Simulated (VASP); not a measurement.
# B2O (Fm-3m) in VASP: further runs

Runs on B2O. Level: PBE. Tasks: single point, relaxation of cell and atoms.

Everything below comes from runs of VASP 6.6.1. Logs are shortened: lines on timing, memory, paths and dates and some standing lists are left out, and cuts for length are marked.

## 1. The cell of the first run

It takes space group Fm-3m (No. 225, cubic). Conventional cell: a = 4.935 Å, b = 4.935 Å, c = 4.935 Å, α = 90.00°, β = 90.00°, γ = 90.00°. B (site symmetry -43m) has 4 O at 2.14 Å and 6 B at 2.47 Å within 2.8 Å. O (site symmetry m-3m) has 8 B at 2.14 Å within 2.8 Å.

## 2. Single point, PBE

INCAR

```
  ALGO = Normal
  EDIFF = 1E-7
  ENCUT = 520
  GGA = PE
  ISIF = 2
  ISMEAR = 0
  LASPH = T
  LCHARG = T
  LELF = T
  LREAL = F
  LVHAR = T
  LWAVE = F
  NBANDS = 13
  NELM = 80
  PREC = Accurate
  SIGMA = 0.1
```

KPOINTS

```
k-points
0
Gamma
  16 16 16
```

POSCAR

```
B2O
1.0
    0.0000000000      2.4676923460      2.4676923460
    2.4676923460      0.0000000000      2.4676923460
    2.4676923460      2.4676923460      0.0000000000
B O
2 1
Direct
    0.2500000000      0.2500000000      0.2500000000
    0.7500000000      0.7500000000      0.7500000000
    0.0000000000      0.0000000000      0.0000000000
```

Potentials or basis: VASP PAW PBE potentials, release 64 (B, O).

Launch:

```bash
$ cat potpaw_PBE.64/B/POTCAR potpaw_PBE.64/O/POTCAR > POTCAR
$ mpirun -np 1 vasp_std > vasp.out
```

OUTCAR:

```text
EDIFF = 1E-7
   ENCUT = 520
   GGA = PE
   ISIF = 2
   ISMEAR = 0
   LASPH = T
   LREAL = F
   NELM = 80
   PREC = Accurate

 ion  position               nearest neighbor table
   1  0.250  0.250  0.250-
   2  0.750  0.750  0.750-
   3  0.000  0.000  0.000-

  LATTYP: Found a face centered cubic cell.
 ALAT       =     4.9353846920

  Lattice vectors:

 A1 = (   0.0000000000,   2.4676923460,   2.4676923460)
 A2 = (   2.4676923460,   0.0000000000,   2.4676923460)
 A3 = (   2.4676923460,   2.4676923460,   0.0000000000)

Analysis of symmetry for initial positions (statically):
=====================================================================
 Subroutine PRICEL returns:
 Original cell was already a primitive cell.

 Routine SETGRP: Setting up the symmetry group for a
 face centered cubic supercell.

 Subroutine GETGRP returns: Found 48 space group operations
 (whereof 48 operations were pure point group operations)
 out of a pool of 48 trial point group operations.

The static configuration has the point symmetry O_h .

Analysis of symmetry for dynamics (positions and initial velocities):
=====================================================================
 Subroutine PRICEL returns:
 Original cell was already a primitive cell.

 Routine SETGRP: Setting up the symmetry group for a
 face centered cubic supercell.

 Subroutine GETGRP returns: Found 48 space group operations
 (whereof 48 operations were pure point group operations)
 out of a pool of 48 trial point group operations.

The dynamic configuration has the point symmetry O_h .

 Subroutine INISYM returns: Found 48 space group operations
 (whereof 48 operations are pure point group operations),
 and found     1 'primitive' translations

----------------------------------------------------------------------------------------

                                     Primitive cell

  volume of cell :      30.0541

  direct lattice vectors                    reciprocal lattice vectors
     0.000000000  2.467692346  2.467692346    -0.202618451  0.202618451  0.202618451
     2.467692346  0.000000000  2.467692346     0.202618451 -0.202618451  0.202618451
     2.467692346  2.467692346  0.000000000     0.202618451  0.202618451 -0.202618451

  length of vectors
     3.489843983  3.489843983  3.489843983     0.350945451  0.350945451  0.350945451

  position of ions in fractional coordinates (direct lattice)
     0.250000000  0.250000000  0.250000000
     0.750000000  0.750000000  0.750000000
[... 91 lines left out ...]
   NUPDOWN=      -1.0000    fix difference up-down
   EMIN   =  10.00;   EMAX   =-10.00  energy-range for DOS
   EFERMI =   0.00;   METHOD = LEGACY
   ISMEAR =     0;   SIGMA  =   0.10  broadening in eV -4-tet -1-fermi 0-gaus
   EFERMI_NEDOS =   21; number of points for ismear=-14 and -15
   IALGO  =     38    algorithm
   IMIX   =      4    mixing-type and parameters
     AMIX     =   0.40;   BMIX     =  1.00
     AMIX_MAG =   1.60;   BMIX_MAG =  1.00
  volume/ion in A,a.u.               =      10.02        67.60
  Fermi-wavevector in a.u.,A,eV,Ry     =   1.205501  2.278067 19.772430  1.453233
  Thomas-Fermi vector in A             =   2.341195
   LORBIT       =      0    0 simple, 1 ext, 2 COOP (PROOUT), +10 PAW based schemes
   GGA     = PE    functional components
   LHFCALC =     F    Hartree Fock is set to
   AEXX    =    0.0000 exact exchange contribution
   IVDW    =     0    specifies the selected vdW correction
   LEPSILON=     F    determine dielectric tensor
   LRPA    =     F    only Hartree local field effects (RPA)
 non-spin polarized calculation
 Gauss-broadening in eV      SIGMA  =   0.10
  energy-cutoff  :      520.00
  volume of cell :       30.05
 maximum number of plane-waves:       869
 NGX is ok and might be reduce to    28
   NGX = 13   NGY = 13   NGZ = 13

 number of electron      12.0000004 magnetization

 Free energy of the ion-electron system (eV)
  ---------------------------------------------------
  ext. energy  EPLUGINS =         0.00000000
  ---------------------------------------------------
  free energy    TOTEN  =       -11.49927495 eV

  energy without entropy =      -11.49275944  energy(sigma->0) =      -11.49601719

 E-fermi :   4.6492     XC(G=0): -10.6939

 val. band max:        4.6487744890   @ k =   0.1250   0.0625   0.0000
 cond. band min:       4.6600868014   @ k =  -0.3750   0.3750   0.1875
 fundamental gap:      0.0113123124
 Fermi energy:         4.6491578925

 k-point     1 :       0.0000    0.0000    0.0000
  band No.  band energies     occupation
      1     -16.1627      2.00000
      2      -2.8237      2.00000
      3      -0.5088      2.00000
      4      -0.5088      2.00000
      5      -0.5088      2.00000
      6       4.3748      1.99990
      7       4.3748      1.99990
      8       4.3748      1.99990
      9       6.3302      0.00000
     10      10.4647      0.00000
     11      10.4647      0.00000
     12      10.4647      0.00000
     13      17.9564      0.00000
[... 354 lines left out ...]
  band No.  band energies     occupation
      1     -16.1060      2.00000
      2      -3.2059      2.00000
      3      -0.7306      2.00000
      4      -0.5463      2.00000
      5      -0.2258      2.00000
      6       3.9376      2.00000
      7       4.5358      1.89102
      8       4.5822      1.65604
      9       7.0278      0.00000
     10       9.9308      0.00000
     11      10.1719      0.00000
     12      10.6256      0.00000
     13      18.3780      0.00000

 [... further k-points ...]

------------------------ aborting loop because EDIFF is reached ----------------------------------------

  FORCE on cell =-STRESS in cart. coord.  units (eV):
  Direction    XX          YY          ZZ          XY          YZ          ZX
  --------------------------------------------------------------------------------------
  -------------------------------------------------------------------------------------
  Total       -0.0216302     -0.0216302     -0.0216302      0.0000000      0.0000000      0.0000000
  in kB       -1.1531015     -1.1531015     -1.1531015      0.0000000      0.0000000      0.0000000
  external PRESSURE =      -1.1531015 kB  Pullay stress =       0.0000000 kB

 VOLUME and BASIS-vectors are now :
 -----------------------------------------------------------------------------
  energy-cutoff  :      520.00
  volume of cell :       30.05
      direct lattice vectors                 reciprocal lattice vectors
     0.000000000  2.467692346  2.467692346    -0.202618451  0.202618451  0.202618451
     2.467692346  0.000000000  2.467692346     0.202618451 -0.202618451  0.202618451
     2.467692346  2.467692346  0.000000000     0.202618451  0.202618451 -0.202618451

 POSITION                                       TOTAL-FORCE (eV/Angst)
 -----------------------------------------------------------------------------------
      1.23385      1.23385      1.23385         0.000000      0.000000      0.000000
      3.70154      3.70154      3.70154        -0.000000     -0.000000     -0.000000
      0.00000      0.00000      0.00000        -0.000000     -0.000000      0.000000
 -----------------------------------------------------------------------------------
    total drift:                               -0.000000     -0.000000      0.000000

  FREE ENERGIE OF THE ION-ELECTRON SYSTEM (eV)
  ---------------------------------------------------
  free  energy   TOTEN  =       -11.4992749533 eV

  energy  without entropy=      -11.4927594351  energy(sigma->0) =      -11.49601719
```

stdout:

```text
POSCAR found type information on POSCAR B O
 POSCAR found :  2 types and       3 ions
 scaLAPACK will be used
 LDA part: xc-table for (Slater+PW92), standard interpolation
 POSCAR, INCAR and KPOINTS ok, starting setup
 FFT: planning ... GRIDC
 FFT: planning ... GRID_SOFT
 FFT: planning ... GRID
 WAVECAR not read
 entering main loop
```

Wall time 53 s (1 thread of AMD EPYC 7R13 (Zen 3), shared host); peak memory 0.15 GiB.

Results:

```yaml
Free_energy: -11.4993 eV
Pressure: -0.1 GPa
Band_gap_on_the_k_mesh: zero (bands 6 and 7 overlap by 1.11 eV)
```

Levels at points of the mesh, in eV from the Fermi level:
```
           k point  band 3  band 4  band 5  band 6  band 7  band 8  band 9  band 10
(0.00, 0.00, 0.00)   -5.16   -5.16   -5.16   -0.27   -0.27   -0.27    1.68     5.82
(0.50, 0.00, 0.00)   -5.87   -5.87   -5.15    0.54    0.91    0.91    3.71     4.31
(0.50, 0.50, 0.00)   -7.11   -7.11   -3.11   -3.05    0.69    2.48    2.48     6.45
```

## 3. Relaxation of cell and atoms, PBE

This run uses another cell than the first one, of 9.94 Å³/atom.

INCAR

```
ALGO = Normal
EDIFF = 1E-6
EDIFFG = -0.01
ENCUT = 600
GGA = PE
IBRION = 2
ISIF = 3
ISMEAR = 0
LASPH = True
LCHARG = False
LREAL = False
LWAVE = False
NELM = 100
NSW = 100
PREC = Accurate
SIGMA = 0.1
```

KPOINTS is that of step 2.

POSCAR

```
B2O
1.0
    0.0000000000      2.4612918543      2.4612918543
    2.4612918543      0.0000000000      2.4612918543
    2.4612918543      2.4612918543      0.0000000000
B O
2 1
Direct
    0.2500000000      0.2500000000      0.2500000000
    0.7500000000      0.7500000000      0.7500000000
    0.0000000000      0.0000000000      0.0000000000
```

Potentials or basis: VASP PAW PBE potentials, release 64 (B, O).

Launch:

```bash
$ cat potpaw_PBE.64/B/POTCAR potpaw_PBE.64/O/POTCAR > POTCAR
$ mpirun -np 1 vasp_std > vasp.out
```

Run time: 65 s. Hardware: 1 thread of AMD EPYC 7R13 (Zen 3), shared host; peak memory 0.16 GiB.

The run converged. Its results:

```yaml
Free_energy: -11.5005 eV
Relaxed_volume: 9.97 Å³/atom
Relaxed_cell: a = 3.485 Å, b = 3.485 Å, c = 3.485 Å, α = 60.00°, β = 60.00°, γ = 60.00°
Space_group_after_relaxing_to_0.1_Å: Fm-3m (No. 225)
Energy_gained_by_relaxing: 0.1 meV/atom
Ionic_steps: 2
Pressure_after_relaxing: 0.2 GPa
Band_gap_on_the_k_mesh: zero (bands 6 and 7 overlap by 1.11 eV)
```

The path:
```
step  energy change (eV)  largest force (eV/Å)  pressure (GPa)  volume (Å³)
   1              0.0000                0.0000            0.37        29.82
   2             -0.0002                0.0000            0.15        29.92
```

Final structure:
```
B O
1.0
     0.00000    2.46399    2.46399
     2.46399    0.00000    2.46399
     2.46399    2.46399    0.00000
B O
2 1
Direct
  0.25000 0.25000 0.25000
  0.75000 0.75000 0.75000
  0.00000 0.00000 0.00000
```

Levels at points of the mesh, in eV from the Fermi level:
| k point | band 4 | band 5 | band 6 | band 7 | band 8 | band 9 |
| --- | --- | --- | --- | --- | --- | --- |
| (0.00, 0.00, 0.00) | -5.19 | -5.19 | -0.28 | -0.28 | -0.28 | 1.72 |
| (0.50, 0.00, 0.00) | -5.90 | -5.15 | 0.54 | 0.91 | 0.91 | 3.73 |
| (0.50, 0.50, 0.00) | -7.14 | -3.10 | -3.07 | 0.70 | 2.49 | 2.49 |
